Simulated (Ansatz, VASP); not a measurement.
**Al2Ru: VASP beside Ansatz**

The input INCAR:

```
SYSTEM = Al2Ru
PREC     = Accurate       ! precision mode
ENCUT    = 600            ! plane-wave cutoff, eV
EDIFF    = 1E-6           ! SCF threshold, eV
ISMEAR   = 0              ! smearing method
SIGMA    = 0.01           ! smearing width, eV
LREAL    = .FALSE.        ! projectors in reciprocal space
LASPH    = .TRUE.         ! aspherical terms in the spheres
NELM     = 60             ! most SCF steps
ALGO     = Normal         ! electronic algorithm
ISIF     = 3              ! what is computed and relaxed
LWAVE    = .FALSE.        ! write WAVECAR
LCHARG   = .FALSE.        ! write CHGCAR
GGA      = PS             ! functional
IBRION   = 2              ! ionic algorithm
NSW      = 80             ! ionic steps
EDIFFG   = -0.01          ! ionic threshold
```

The input KPOINTS:

```
regular mesh
0
G
  6 6 6
  0 0 0
```

The input POSCAR:

```
Al2Ru
1.0
    0.0000000000      3.9898374997      4.3915250777
    2.3524746913      0.0000000000      4.3915250777
    2.3524746913      3.9898374997      0.0000000000
Al Ru
4 2
Direct
    0.0790610300      0.4209389700      0.0790610300
    0.4209389700      0.0790610300      0.4209389700
    0.1709389700      0.8290610300      0.1709389700
    0.8290610300      0.1709389700      0.8290610300
    0.7500000000      0.7500000000      0.7500000000
    0.5000000000      0.5000000000      0.5000000000
```

Input for Ansatz:

```yaml
crystal:
  lattice:
    - [0.0, 3.9898374997, 4.3915250777]
    - [2.3524746913, 0.0, 4.3915250777]
    - [2.3524746913, 3.9898374997, 0.0]
  atoms:
    - { symbol: Al, position: [0.07906103, 0.42093897, 0.07906103] }
    - { symbol: Al, position: [0.42093897, 0.07906103, 0.42093897] }
    - { symbol: Al, position: [0.17093897, 0.82906103, 0.17093897] }
    - { symbol: Al, position: [0.82906103, 0.17093897, 0.82906103] }
    - { symbol: Ru, position: [0.75, 0.75, 0.75] }
    - { symbol: Ru, position: [0.5, 0.5, 0.5] }
basis:
  ecutwfc: 420
kpoints:
  mp_grid: { grid: [6, 6, 6] }
hamiltonian:
  xc: pbesol
scf:
  occupations: { method: gaussian, width: 0.01 }
output:
  forces: true
  stress: true
  eigenvalues: true
relax:
  adjacent_minimum: "off"
  f_tol: 0.01
  max_steps: 60
  cell: { stress_tol: 0.05 }
```

Alike in both runs: task relaxation of cell and atoms; functional PBEsol; k mesh 6 × 6 × 6; occupations gaussian, width 0.01 eV; no spin polarisation.

|  | VASP | Ansatz |
| --- | --- | --- |
| version | VASP 6.6.1 | Ansatz 0.2.0 |
| potentials or method | VASP PAW PBE potentials, release 64 (Al, Ru_pv), cutoff 600 eV | scalar-relativistic, plane waves, PAW |
| valence electrons in the cell | 40 | 44 |

|  | VASP | Ansatz | Ansatz less VASP |
| --- | --- | --- | --- |
| gap on the k mesh at the Fermi level, each at its own relaxed structure (eV) | 0.08 | 0.08 | +0.001 |
| relaxed volume (Å³/atom) | 13.70 | 13.70 | -0.004 |
| relaxed length of the cell vector where the two differ most in proportion (Å) | 4.977 | 4.975 | -0.0012 |

VASP's potentials were made for PBE, not for PBEsol. VASP's potentials hold 40 valence electrons a cell and Ansatz's 44, so a difference there can come from the potentials and not from the codes.
